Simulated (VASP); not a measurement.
TlBr:

```
CELL_PARAMETERS angstrom
3.94619 0.00000 0.00000
0.00000 3.94619 0.00000
0.00000 0.00000 3.94619
ATOMIC_POSITIONS crystal
Tl 0.00000 0.00000 0.00000
Br 0.50000 0.50000 0.50000
```

Base run:

- Program: VASP 6.6.1
- Functional: HSE06
- Potentials or basis: VASP PAW PBE potentials, release 64 (Tl_d, Br)
- Cutoff: 400 eV
- k mesh: 4 × 4 × 4
- Occupations: gaussian, width 0.01 eV
- Spin: no spin polarisation

Its results: band gap on the k mesh 2.47 eV; pressure 1.6 GPa.

Question: The run is repeated on the same cell with these changes: functional from HSE06 to PBEsol; cutoff from 400 eV to 500 eV. What comes out?

Answer: Band gap on the k mesh 1.65 eV; pressure -0.5 GPa.

Caveats: the PAW data sets were made with another functional, which shifts forces and pressure a little; spin-orbit coupling is left out, which moves the levels of the heavy elements.

A k mesh can miss the band edges.
